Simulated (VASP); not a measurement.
# TiO2 (Pbcn) in VASP: notebook

The runs below take TiO2 through electric field gradients, with PBE.

Everything below comes from runs of VASP 6.6.1. Logs are shortened: lines on timing, memory, paths and dates and some standing lists are left out, and cuts for length are marked.

**1. The cell of the first run**

It takes space group Pbcn (No. 60, orthorhombic). Conventional cell: a = 4.515 Å, b = 5.497 Å, c = 4.939 Å, α = 90.00°, β = 90.00°, γ = 90.00°. Within 2.5 Å of Ti (site symmetry 2) lie 6 O at 1.87 to 2.09 Å. O (site symmetry 1) has 3 Ti at 1.87 to 2.09 Å within 2.5 Å.

**2. Electric field gradients, PBE**

The input, INCAR:

```
PREC = Accurate ; ENCUT = 520
EDIFF = 1E-8 ; ISMEAR = 0
SIGMA = 0.01 ; LREAL = Auto
LASPH = True ; NELM = 100
ALGO = Normal ; ISIF = 2
LWAVE = False ; LCHARG = False
GGA = PE ; LEFG = True
NBANDS = 114
```

The input, KPOINTS:

```
Automatic mesh
0
Gamma
  4 4 4
```

The input, POSCAR:

```
TiO2
1.0
    0.0000000000      5.4970000000      4.9390000000
    4.5150000000      0.0000000000      4.9390000000
    4.5150000000      5.4970000000      0.0000000000
Ti O
8 16
Direct
    0.2122641326      0.0377358674      0.9622641326
    0.7122641326      0.5377358674      0.4622641326
    0.2877358674      0.4622641326      0.0377358674
    0.7877358674      0.9622641326      0.5377358674
    0.7877358674      0.9622641326      0.0377358674
    0.2877358674      0.4622641326      0.5377358674
    0.2122641326      0.0377358674      0.4622641326
    0.7122641326      0.5377358674      0.9622641326
    0.2656036716      0.1540890746      0.1163098505
    0.7656036716      0.6540890746      0.6163098505
    0.4040890746      0.5156036716      0.7139974033
    0.9040890746      0.0156036716      0.2139974033
    0.9639974033      0.6163098505      0.1540890746
    0.4639974033      0.1163098505      0.6540890746
    0.8663098505      0.2139974033      0.5156036716
    0.3663098505      0.7139974033      0.0156036716
    0.2343963284      0.3459109254      0.3836901495
    0.7343963284      0.8459109254      0.8836901495
    0.0959109254      0.9843963284      0.7860025967
    0.5959109254      0.4843963284      0.2860025967
    0.5360025967      0.8836901495      0.3459109254
    0.0360025967      0.3836901495      0.8459109254
    0.6336901495      0.2860025967      0.9843963284
    0.1336901495      0.7860025967      0.4843963284
```

Potentials or basis: VASP PAW PBE potentials, release 64 (Ti_sv, O).

The run is started by

```
cat potpaw_PBE.64/Ti_sv/POTCAR potpaw_PBE.64/O/POTCAR > POTCAR
mpirun -np 1 vasp_std > vasp.out
```

OUTCAR:

```text
PREC = Accurate
   ENCUT = 520
   EDIFF = 1E-8
   ISMEAR = 0
   LREAL = Auto
   LASPH = True
   NELM = 100
   ISIF = 2
   GGA = PE

 ion  position               nearest neighbor table
   1  0.212  0.038  0.962-   9 1.87  16 1.87  14 1.96  12 1.96  19 2.09  22 2.09
   2  0.712  0.538  0.462-  10 1.87  15 1.87  13 1.96  11 1.96  20 2.09  21 2.09
   3  0.288  0.462  0.038-  11 1.87  13 1.87  16 1.96   9 1.96  17 2.09  23 2.09
   4  0.788  0.962  0.538-  12 1.87  14 1.87  15 1.96  10 1.96  18 2.09  24 2.09
   5  0.788  0.962  0.038-  18 1.87  23 1.87  21 1.96  19 1.96  12 2.09  13 2.09
   6  0.288  0.462  0.538-  17 1.87  24 1.87  22 1.96  20 1.96  11 2.09  14 2.09
   7  0.212  0.038  0.462-  19 1.87  21 1.87  24 1.96  17 1.96   9 2.09  15 2.09
   8  0.712  0.538  0.962-  20 1.87  22 1.87  23 1.96  18 1.96  10 2.09  16 2.09
   9  0.266  0.154  0.116-   1 1.87   3 1.96   7 2.09
  10  0.766  0.654  0.616-   2 1.87   4 1.96   8 2.09
  11  0.404  0.516  0.714-   3 1.87   2 1.96   6 2.09
  12  0.904  0.016  0.214-   4 1.87   1 1.96   5 2.09
  13  0.964  0.616  0.154-   3 1.87   2 1.96   5 2.09
  14  0.464  0.116  0.654-   4 1.87   1 1.96   6 2.09
[... 8 lines left out ...]
  23  0.634  0.286  0.984-   5 1.87   8 1.96   3 2.09
  24  0.134  0.786  0.484-   6 1.87   7 1.96   4 2.09

  LATTYP: Found a face centered orthorhombic cell.
 ALAT       =     9.0300000000
 B/A-ratio  =     1.0939091916
 C/A-ratio  =     1.2174972315

  Lattice vectors:

 A1 = (   0.0000000000,   5.4970000000,  -4.9390000000)
 A2 = (   4.5150000000,   5.4970000000,   0.0000000000)
 A3 = (   4.5150000000,   0.0000000000,  -4.9390000000)

Analysis of symmetry for initial positions (statically):
=====================================================================
 Subroutine PRICEL returns following result:

  LATTYP: Found a simple orthorhombic cell.
 ALAT       =     4.5150000000
 B/A-ratio  =     1.0939091916
 C/A-ratio  =     1.2174972315

  Lattice vectors:

 A1 = (  -4.5150000000,   0.0000000000,   0.0000000000)
 A2 = (   0.0000000000,   0.0000000000,   4.9390000000)
 A3 = (   0.0000000000,   5.4970000000,   0.0000000000)

   2 primitive cells build up your supercell.

 Routine SETGRP: Setting up the symmetry group for a
 face centered orthorhombic supercell.

 Subroutine GETGRP returns: Found  8 space group operations
 (whereof  2 operations were pure point group operations)
 out of a pool of  8 trial point group operations.

The static configuration has the point symmetry S_2 .
 The point group associated with its full space group is D_2h.

Analysis of symmetry for dynamics (positions and initial velocities):
=====================================================================
 Subroutine PRICEL returns following result:

  LATTYP: Found a simple orthorhombic cell.
 ALAT       =     4.5150000000
 B/A-ratio  =     1.0939091916
 C/A-ratio  =     1.2174972315

  Lattice vectors:

 A1 = (  -4.5150000000,   0.0000000000,   0.0000000000)
 A2 = (   0.0000000000,   0.0000000000,   4.9390000000)
 A3 = (   0.0000000000,   5.4970000000,   0.0000000000)

   2 primitive cells build up your supercell.

 Routine SETGRP: Setting up the symmetry group for a
 face centered orthorhombic supercell.

 Subroutine GETGRP returns: Found  8 space group operations
 (whereof  2 operations were pure point group operations)
 out of a pool of  8 trial point group operations.

The dynamic configuration has the point symmetry S_2 .
 The point group associated with its full space group is D_2h.

 Subroutine INISYM returns: Found  8 space group operations
[... 107 lines left out ...]
   LASPH  =      T    aspherical Exc in radial PAW
   ENCUT  =  520.0 eV  38.22 Ry    6.18 a.u.  13.74 12.44 13.23*2*pi/ulx,y,z
   NELM   =    100;   NELMIN=  2; NELMDL= -5     # of ELM steps
   EDIFF  = 0.1E-07   stopping-criterion for ELM
   LREAL  =      T    real-space projection
   EDIFFG = 0.1E-06   stopping-criterion for IOM
   NSW    =      0    number of steps for IOM
   IBRION =     -1    ionic relax: 0-MD 1-quasi-New 2-CG
   NFREE  =      0    steps in history (QN), initial steepest desc. (CG)
   ISIF   =      2    stress and relaxation
   ISYM   =      2    0-nonsym 1-usesym 2-fastsym
   POTIM  = 0.5000    time-step for ionic-motion
   TEBEG  =    0.0;   TEEND  =   0.0 temperature during run
   PSTRESS=    0.0 pullay stress
   NELECT =     192.0000    total number of electrons
   NUPDOWN=      -1.0000    fix difference up-down
   EMIN   =  10.00;   EMAX   =-10.00  energy-range for DOS
   EFERMI =   0.00;   METHOD = LEGACY
   ISMEAR =     0;   SIGMA  =   0.01  broadening in eV -4-tet -1-fermi 0-gaus
   EFERMI_NEDOS =   21; number of points for ismear=-14 and -15
   IALGO  =     38    algorithm
   IMIX   =      4    mixing-type and parameters
     AMIX     =   0.40;   BMIX     =  1.00
     AMIX_MAG =   1.60;   BMIX_MAG =  1.00
  volume/ion in A,a.u.               =      10.22        68.93
  Fermi-wavevector in a.u.,A,eV,Ry     =   1.509006  2.851609 30.981829  2.277100
  Thomas-Fermi vector in A             =   2.619386
   LORBIT       =      0    0 simple, 1 ext, 2 COOP (PROOUT), +10 PAW based schemes
   GGA     = PE    functional components
   LHFCALC =     F    Hartree Fock is set to
   AEXX    =    0.0000 exact exchange contribution
   IVDW    =     0    specifies the selected vdW correction
   LEPSILON=     F    determine dielectric tensor
   LRPA    =     F    only Hartree local field effects (RPA)
 non-spin polarized calculation
 Gauss-broadening in eV      SIGMA  =   0.01
  energy-cutoff  :      520.00
  volume of cell :      245.16
 maximum number of plane-waves:      6624
 NGX is ok and might be reduce to    56
   NGX = 27   NGY = 25   NGZ = 27

 number of electron     192.0000019 magnetization

 Free energy of the ion-electron system (eV)
  ---------------------------------------------------
  ext. energy  EPLUGINS =         0.00000000
  ---------------------------------------------------
  free energy    TOTEN  =      -214.67921122 eV

  energy without entropy =     -214.67921122  energy(sigma->0) =     -214.67921122

 E-fermi :   4.9166     XC(G=0): -11.5509

 val. band max:        4.7114903064   @ k =   0.0000   0.0000   0.0000
 cond. band min:       7.3217193636   @ k =   0.5000   0.5000   0.0000
 fundamental gap:      2.6102290572
 Fermi energy:         4.9166132503

 k-point     1 :       0.0000    0.0000    0.0000
  band No.  band energies     occupation
      1     -51.7251      2.00000
      2     -51.7034      2.00000
      3     -51.7034      2.00000
      4     -51.7034      2.00000
      5     -51.7034      2.00000
      6     -51.7022      2.00000
[... 1987 lines left out ...]
    107       8.3850      0.00000
    108       8.3868      0.00000
 [bands above 108 left out]

------------------------ aborting loop because EDIFF is reached ----------------------------------------

  FORCE on cell =-STRESS in cart. coord.  units (eV):
  Direction    XX          YY          ZZ          XY          YZ          ZX
  --------------------------------------------------------------------------------------
  -------------------------------------------------------------------------------------
  Total       10.6779426     10.1729143      6.2007528      0.0000000      0.0000000      0.0000000
  in kB       69.7823596     66.4819050     40.5230836      0.0000000      0.0000000      0.0000000
  external PRESSURE =      58.9291161 kB  Pullay stress =       0.0000000 kB

 VOLUME and BASIS-vectors are now :
 -----------------------------------------------------------------------------
  energy-cutoff  :      520.00
  volume of cell :      245.16
      direct lattice vectors                 reciprocal lattice vectors
     0.000000000  5.497000000  4.939000000    -0.110741971  0.090958705  0.101235068
     4.515000000  0.000000000  4.939000000     0.110741971 -0.090958705  0.101235068
     4.515000000  5.497000000  0.000000000     0.110741971  0.090958705 -0.101235068

 POSITION                                       TOTAL-FORCE (eV/Angst)
 -----------------------------------------------------------------------------------
      4.51500      6.45638      1.23475         0.000000     -0.031961     -0.000000
      4.51500      6.45638      6.17375         0.000000     -0.031961     -0.000000
      2.25750      1.78912      3.70425         0.000000      0.031961     -0.000000
      6.77250      7.28612      8.64325         0.000000      0.031961     -0.000000
      4.51500      4.53762      8.64325         0.000000      0.031961      0.000000
      4.51500      4.53762      3.70425         0.000000      0.031961      0.000000
[... 16 lines left out ...]
      5.73585      8.89462      4.54236         0.008952     -0.026975      0.001183
      5.73585      3.39762      4.54236         0.008952     -0.026975      0.001183
 -----------------------------------------------------------------------------------
    total drift:                                0.000000      0.000000      0.000000

  FREE ENERGIE OF THE ION-ELECTRON SYSTEM (eV)
  ---------------------------------------------------
  free  energy   TOTEN  =      -214.6792112194 eV

  energy  without entropy=     -214.6792112194  energy(sigma->0) =     -214.67921122

 Electric field gradients (V/A^2)
---------------------------------------------------------------------
 ion       V_xx      V_yy      V_zz      V_xy      V_xz      V_yz
---------------------------------------------------------------------
   1     -13.052    25.227   -12.175    -0.001    -8.817    -0.001
   2     -13.052    25.227   -12.175    -0.001    -8.817    -0.001
   3     -13.051    25.227   -12.176    -0.001     8.816    -0.001
   4     -13.051    25.227   -12.176    -0.001     8.816    -0.001
   5     -13.052    25.227   -12.175    -0.001    -8.817    -0.001
   6     -13.052    25.227   -12.175    -0.001    -8.817    -0.001
[... 16 lines left out ...]
  23      -5.546    -0.158     5.704   -21.318     6.915     2.735
  24      -5.546    -0.158     5.704   -21.318     6.915     2.735
---------------------------------------------------------------------

 Electric field gradients after diagonalization (V/A^2)
 (convention: |V_zz| > |V_xx| > |V_yy|)
----------------------------------------------------------------------
 ion       V_xx      V_yy      V_zz     asymmetry (V_yy - V_xx)/ V_zz
----------------------------------------------------------------------
   1     -21.442    -3.785    25.227       0.700
   2     -21.442    -3.785    25.227       0.700
   3     -21.440    -3.787    25.227       0.700
   4     -21.440    -3.787    25.227       0.700
   5     -21.442    -3.785    25.227       0.700
   6     -21.442    -3.785    25.227       0.700
[... 16 lines left out ...]
  23      19.151     6.744   -25.895       0.479
  24      19.151     6.744   -25.895       0.479
----------------------------------------------------------------------

           NMR quadrupolar parameters

 Cq : quadrupolar parameter    Cq=e*Q*V_zz/h
 eta: asymmetry parameters     (V_yy - V_xx)/ V_zz
 Q  : nuclear electric quadrupole moment in mb (millibarn)
----------------------------------------------------------------------
 ion       Cq(MHz)       eta       Q (mb)
----------------------------------------------------------------------
   1       0.061       0.700       1.000
   2       0.061       0.700       1.000
   3       0.061       0.700       1.000
   4       0.061       0.700       1.000
   5       0.061       0.700       1.000
   6       0.061       0.700       1.000
[... 16 lines left out ...]
  23      -0.063       0.479       1.000
  24      -0.063       0.479       1.000
----------------------------------------------------------------------
```

Run time: 15 min. Hardware: 1 thread of AMD EPYC 9R45 (Zen 5), shared host; peak memory 0.53 GiB.

Results:

| Quantity | Value |
| --- | --- |
| Free energy | -214.6792 eV |
| Pressure | 5.9 GPa |
| Largest force | 0.032 eV/Å |
| Band gap on the k mesh | 2.61 eV |

Forces in eV/Å, atoms in the order of the input:
```
Ti   0.000 -0.032  0.000
Ti   0.000 -0.032  0.000
Ti   0.000  0.032  0.000
Ti   0.000  0.032  0.000
Ti   0.000  0.032  0.000
Ti   0.000  0.032  0.000
Ti   0.000 -0.032  0.000
Ti   0.000 -0.032  0.000
O    0.009  0.027  0.001
O    0.009  0.027  0.001
O   -0.009 -0.027  0.001
O   -0.009 -0.027  0.001
O    0.009 -0.027 -0.001
O    0.009 -0.027 -0.001
O   -0.009  0.027 -0.001
O   -0.009  0.027 -0.001
O   -0.009 -0.027 -0.001
O   -0.009 -0.027 -0.001
O    0.009  0.027 -0.001
O    0.009  0.027 -0.001
O   -0.009  0.027  0.001
O   -0.009  0.027  0.001
O    0.009 -0.027  0.001
O    0.009 -0.027  0.001
```

Stress tensor (GPa, compression positive):
```
6.98 0.00 0.00
0.00 6.65 0.00
0.00 0.00 4.05
```

Levels at points of the mesh, in eV from the valence-band top:
```
           k point  band 94  band 95  band 96  band 97  band 98  band 99
(0.00, 0.00, 0.00)    -0.47    -0.07     0.00     2.64     2.69     2.81
(0.50, 0.00, 0.00)    -0.42    -0.36    -0.36     2.79     2.79     2.82
(0.50, 0.50, 0.00)    -0.39    -0.34    -0.34     2.61     2.61     2.97
(0.50, 0.00, 0.50)    -0.50    -0.16    -0.16     2.74     2.74     2.97
(0.00, 0.50, 0.50)    -0.48    -0.29    -0.29     2.90     2.90     2.90
```

Electric field gradients, principal values (V/Å²):
```tsv
atom	least	middle	greatest (by size)
1 Ti	-3.785	-21.442	25.227
2 Ti	-3.785	-21.442	25.227
3 Ti	-3.787	-21.440	25.227
4 Ti	-3.787	-21.440	25.227
5 Ti	-3.785	-21.442	25.227
6 Ti	-3.785	-21.442	25.227
7 Ti	-3.787	-21.440	25.227
8 Ti	-3.787	-21.440	25.227
9 O	6.743	19.152	-25.895
10 O	6.743	19.152	-25.895
11 O	6.743	19.151	-25.894
12 O	6.743	19.151	-25.894
13 O	6.742	19.151	-25.893
14 O	6.742	19.151	-25.893
15 O	6.744	19.151	-25.895
16 O	6.744	19.151	-25.895
17 O	6.743	19.152	-25.895
18 O	6.743	19.152	-25.895
19 O	6.743	19.151	-25.894
20 O	6.743	19.151	-25.894
21 O	6.742	19.151	-25.893
22 O	6.742	19.151	-25.893
23 O	6.744	19.151	-25.895
24 O	6.744	19.151	-25.895
```

Caveat: without QUAD_EFG the Cq values of the log hold for a quadrupole moment of 1 mb, not for the nuclei. As with any semilocal functional, this PBE gap is likely too small.

(Continued in part 2 of 2.)
